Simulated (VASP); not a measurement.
# PtS2 (P-3m1) in VASP: dielectric tensor with PBE

Aim: the dielectric tensor of PtS2 with PBE.

Everything below comes from runs of VASP 6.6.1. Logs are shortened: lines on timing, memory, paths and dates and some standing lists are left out, and cuts for length are marked.

### 1 The cell of the first run

The structure is trigonal, space group P-3m1 (No. 164). Conventional cell: a = 3.553 Å, b = 3.553 Å, c = 5.123 Å, α = 90.00°, β = 90.00°, γ = 120.00°. Pt (site symmetry -3m) has 6 S at 2.39 Å within 3.2 Å. S (site symmetry 3m) has 3 Pt at 2.39 Å and 3 S at 3.20 Å within 3.2 Å.

### 2 Dielectric tensor, PBE

INCAR

```
SYSTEM = PtS2
PREC = Accurate
ENCUT = 400
EDIFF = 1E-8
ISMEAR = 0
SIGMA = 0.01
LREAL = .False.
LASPH = .True.
NELM = 120
ALGO = Normal
ISIF = 2
LWAVE = .False.
LCHARG = .False.
GGA = PE
LEPSILON = .True.
GGA_COMPAT = .False.
```

KPOINTS

```
regular mesh
0
Gamma
  9 9 4
  0 0 0
```

POSCAR

```
PtS2
1.0
    3.5526392528      0.0000000000      0.0000000000
   -1.7763196264      3.0766758434      0.0000000000
    0.0000000000      0.0000000000      5.1227220331
Pt S
1 2
Direct
    0.0000000000      0.0000000000      0.0000000000
    0.6666666667      0.3333333333      0.7607402620
    0.3333333333      0.6666666667      0.2392597380
```

Potentials or basis: VASP PAW PBE potentials, release 64 (Pt, S).

Started as:

```bash
$ cat potpaw_PBE.64/Pt/POTCAR potpaw_PBE.64/S/POTCAR > POTCAR
$ mpirun -np 1 vasp_std > vasp.out
```

OUTCAR:

```text
SYSTEM = PtS2
   PREC = Accurate
   ENCUT = 400
   EDIFF = 1E-8
   ISMEAR = 0
   LREAL = .False.
   LASPH = .True.
   NELM = 120
   ISIF = 2
   GGA = PE
   LEPSILON = .True.

 ion  position               nearest neighbor table
   1  0.000  0.000  0.000-   2 2.39   3 2.39   3 2.39   2 2.39   2 2.39   3 2.39
   2  0.667  0.333  0.761-   1 2.39   1 2.39   1 2.39
   3  0.333  0.667  0.239-   1 2.39   1 2.39   1 2.39

  LATTYP: Found a hexagonal cell.
 ALAT       =     3.5526392528
 C/A-ratio  =     1.4419482724

  Lattice vectors:

 A1 = (   3.5526392528,   0.0000000000,   0.0000000000)
 A2 = (  -1.7763196264,   3.0766758434,   0.0000000000)
 A3 = (   0.0000000000,   0.0000000000,   5.1227220331)

Analysis of symmetry for initial positions (statically):
=====================================================================
 Subroutine PRICEL returns:
 Original cell was already a primitive cell.

 Routine SETGRP: Setting up the symmetry group for a
 hexagonal supercell.

 Subroutine GETGRP returns: Found 12 space group operations
 (whereof 12 operations were pure point group operations)
 out of a pool of 24 trial point group operations.

The static configuration has the point symmetry D_3d.

Analysis of symmetry for dynamics (positions and initial velocities):
=====================================================================
 Subroutine PRICEL returns:
 Original cell was already a primitive cell.

 Routine SETGRP: Setting up the symmetry group for a
 hexagonal supercell.

 Subroutine GETGRP returns: Found 12 space group operations
 (whereof 12 operations were pure point group operations)
 out of a pool of 24 trial point group operations.

The dynamic configuration has the point symmetry D_3d.

 Subroutine INISYM returns: Found 12 space group operations
 (whereof 12 operations are pure point group operations),
 and found     1 'primitive' translations

----------------------------------------------------------------------------------------

                                     Primitive cell

  volume of cell :      55.9930

  direct lattice vectors                    reciprocal lattice vectors
[... 592 lines left out ...]
      0.00000      0.00000      0.00000        -0.000000      0.000000      0.000000
      1.77632      1.02556      3.89706         0.000000      0.000000     -0.024312
     -0.00000      2.05112      1.22566        -0.000000     -0.000000      0.024312
 -----------------------------------------------------------------------------------
    total drift:                                0.000000     -0.000000      0.000000

  FREE ENERGIE OF THE ION-ELECTRON SYSTEM (eV)
  ---------------------------------------------------
  free  energy   TOTEN  =       -15.3955647388 eV

  energy  without entropy=      -15.3955647388  energy(sigma->0) =      -15.39556474

 HEAD OF MICROSCOPIC STATIC DIELECTRIC TENSOR (INDEPENDENT PARTICLE, excluding Hartree and local field effects)
 ------------------------------------------------------
          20.372405     0.000000     0.000000
           0.000000    20.372405     0.000000
           0.000000     0.000000    16.023650
 ------------------------------------------------------

 Free energy of the ion-electron system (eV)
  ---------------------------------------------------
  ---------------------------------------------------
  free energy    TOTEN  =        -3.02635692 eV

  energy without entropy =       -3.02635692

------------------------ aborting loop because EDIFF is reached ----------------------------------------

--------------------------------------- Ionic step        2  -------------------------------------------

------------------------ aborting loop because EDIFF is reached ----------------------------------------

--------------------------------------- Ionic step        3  -------------------------------------------

 Free energy of the ion-electron system (eV)
  ---------------------------------------------------
  ---------------------------------------------------
  free energy    TOTEN  =        -1.79338623 eV

  energy without entropy =       -1.79338623

------------------------ aborting loop because EDIFF is reached ----------------------------------------

 PIEZOELECTRIC TENSOR FIELD DIRECTION 3  (e Angst)
 -----------------------------------------------------------------------------
     0.00501 -0.00000  0.00000           (  0.00008 -0.00000  0.00000)
     0.00000  0.00501  0.00000           ( -0.00000  0.00008  0.00000)
     0.00000  0.00000 -0.01970           (  0.00000  0.00000 -0.00001)

 PIEZOELECTRIC TENSOR FIELD DIRECTION 3  (C/m^2)
 -----------------------------------------------------------------------------
     0.00143 -0.00000  0.00000
     0.00000  0.00143  0.00000
     0.00000  0.00000 -0.00564

 MACROSCOPIC STATIC DIELECTRIC TENSOR (including local field effects in DFT)
 ------------------------------------------------------
          19.021882     0.000000     0.000000
           0.000000    19.021882     0.000000
           0.000000    -0.000000    12.088700
 ------------------------------------------------------

 PIEZOELECTRIC TENSOR (including local field effects)  for field in x, y, z        (e  Angst)
          XX          YY          ZZ          XY          YZ          ZX
  --------------------------------------------------------------------------------
  x     0.00000     0.00000     0.00000     0.00000     0.00000     0.00000
  y     0.00000     0.00000     0.00000     0.00000     0.00000     0.00000
  z     0.00000     0.00000     0.00000     0.00000     0.00000     0.00000

 PIEZOELECTRIC TENSOR (including local field effects)  for field in x, y, z        (C/m^2)
          XX          YY          ZZ          XY          YZ          ZX
  --------------------------------------------------------------------------------
  x     0.00000     0.00000     0.00000     0.00000     0.00000     0.00000
  y     0.00000     0.00000     0.00000     0.00000     0.00000     0.00000
  z     0.00000     0.00000     0.00000     0.00000     0.00000     0.00000

 BORN EFFECTIVE CHARGES (including local field effects) (in |e|, cummulative output)
 ---------------------------------------------------------------------------------
 ion    1
    1     3.02409     0.00000     0.00000
    2     0.00000     3.02409    -0.00000
    3     0.00000    -0.00000    -0.19043
 ion    2
    1    -1.51205     0.00000     0.00000
    2     0.00000    -1.51205    -0.00000
    3     0.00000     0.00000     0.09522
 ion    3
    1    -1.51205     0.00000     0.00000
    2     0.00000    -1.51205    -0.00000
    3     0.00000     0.00000     0.09522
```

stdout:

```text
POSCAR found type information on POSCAR PtS
 POSCAR found :  2 types and       3 ions
 scaLAPACK will be used
 LDA part: xc-table for (Slater+PW92), standard interpolation
 POSCAR, INCAR and KPOINTS ok, starting setup
 FFT: planning ... GRIDC
 FFT: planning ... GRID_SOFT
 FFT: planning ... GRID
 WAVECAR not read
 entering main loop
 Linear response reoptimize wavefunctions to high precision
 Linear response G [H, r] |phi>, progress :
  Direction:   1
 Linear response G [H, r] |phi>, progress :
  Direction:   2
 Linear response G [H, r] |phi>, progress :
  Direction:   3
 Linear response to external field (no local field effect), progress :
  Direction:   1
 dielectric tensor                  component  1 :    22.486     0.382    -1.222
 Linear response to external field (no local field effect), progress :
  Direction:   2
 dielectric tensor                  component  2 :     0.382    18.259    -1.036
 Linear response to external field (no local field effect), progress :
  Direction:   3
 dielectric tensor                  component  3 :    -1.222    -1.036    16.024
 Linear response to external field, progress :
  Direction:   1
 dielectric tensor                  component  1 :    19.022    -0.411     0.639
 Linear response to external field, progress :
  Direction:   2
 dielectric tensor                  component  2 :    -0.402    19.022     0.000
 Linear response to external field, progress :
  Direction:   3
 dielectric tensor                  component  3 :    -1.377    -1.099    12.089
 Born effective charges drift removed
```

Wall time 1.8 min (1 thread of Intel Xeon 6975P-C (Granite Rapids), shared host); peak memory 0.27 GiB.

What came out:

```yaml
Band_gap_on_the_k_mesh: 0.85 eV, indirect (least direct gap 0.96 eV)
Electronic_dielectric_tensor_diagonal: 19.02, 19.02, 12.09
Born_charges_mean_of_the_diagonal: Pt +1.95; S -0.98 e
```

Electronic dielectric tensor:
```
19.02  0.00  0.00
 0.00 19.02  0.00
 0.00  0.00 12.09
```

Born effective charge tensors (e):
atom 1, Pt
```
 3.02  0.00  0.00
 0.00  3.02  0.00
 0.00  0.00 -0.19
```
atom 2, S
```
-1.51  0.00  0.00
 0.00 -1.51  0.00
 0.00  0.00  0.10
```
atom 3, S
```
-1.51  0.00  0.00
 0.00 -1.51  0.00
 0.00  0.00  0.10
```

Caveat: spin-orbit coupling is left out, which moves the levels of the heavy elements.
